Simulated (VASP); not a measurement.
P:

```xyz
8
Lattice="6.9383 0.0000 0.0000 0.0000 6.9383 0.0000 0.0000 0.0000 6.9383" Properties=species:S:1:pos:R:3 pbc="T T T"
P     0.5513    0.5513    0.5513
P     2.9179    6.3870    4.0204
P     4.0204    2.9179    6.3870
P     6.3870    4.0204    2.9179
P     6.3870    6.3870    6.3870
P     4.0204    0.5513    2.9179
P     2.9179    4.0204    0.5513
P     0.5513    2.9179    4.0204
```

| Property | Result |
| --- | --- |
| Program | VASP 6.6.1 |
| Task | relaxation of cell and atoms |
| Functional | PBE |
| Potentials or basis | VASP PAW PBE potentials, release 64 (P) |
| Cutoff | 600 eV |
| k mesh | 4 × 4 × 4 |
| Occupations | gaussian, width 0.02 eV |
| Spin | no spin polarisation |

At the start: pressure 0.1 GPa; volume 41.75 Å³/atom.

Problem. How do energy, volume and symmetry change on relaxing?

Solution. Over 19 steps the energy falls by 7.3 meV/atom and the volume is 53.24 Å³/atom (+27.5 %); space group Pa-3 (No. 205, to 0.1 Å) before and after.

The path:
| step | energy change (eV) | largest force (eV/Å) | pressure (GPa) | volume (Å³) |
| --- | --- | --- | --- | --- |
| 1 | 0.0000 | 0.1166 | 0.12 | 334.00 |
| 2 | -0.0017 | 0.1616 | 0.46 | 335.46 |
| 3 | -0.0022 | 0.0729 | 0.35 | 335.00 |
| 4 | -0.0042 | 0.0726 | 0.34 | 336.27 |
| 5 | -0.0100 | 0.0744 | 0.33 | 340.10 |
| 6 | -0.0203 | 0.0854 | 0.30 | 347.83 |
| 7 | -0.0361 | 0.1237 | 0.28 | 363.66 |
| 8 | -0.0505 | 0.2726 | 0.33 | 396.74 |
| 9 | -0.0554 | 0.1419 | -0.11 | 404.43 |
| 10 | -0.0561 | 0.0326 | 0.00 | 402.36 |
| 11 | -0.0561 | 0.0389 | 0.00 | 402.47 |
| 12 | -0.0563 | 0.0426 | -0.01 | 403.32 |
| 13 | -0.0567 | 0.0537 | -0.02 | 405.88 |
| 14 | -0.0574 | 0.0722 | -0.05 | 411.02 |
| 15 | -0.0578 | 0.1061 | -0.10 | 421.44 |
| 16 | -0.0579 | 0.0924 | -0.09 | 422.04 |
| 17 | -0.0583 | 0.0515 | -0.05 | 423.82 |
| 18 | -0.0584 | 0.0335 | 0.03 | 427.40 |
| 19 | -0.0585 | 0.0003 | 0.00 | 425.93 |

Final structure:
```
P
1.0
     7.52394    0.00000    0.00000
     0.00000    7.52394    0.00000
     0.00000    0.00000    7.52394
P
8
Direct
  0.07302 0.07302 0.07302
  0.42698 0.92698 0.57302
  0.57302 0.42698 0.92698
  0.92698 0.57302 0.42698
  0.92698 0.92698 0.92698
  0.57302 0.07302 0.42698
  0.42698 0.57302 0.07302
  0.07302 0.42698 0.57302
```

Caveat: the volume moved by over 15 % at a fixed basis, so the end points are rough; this functional lacks dispersion, which holds the molecules together, so the pressure and a relaxed volume are unreliable.
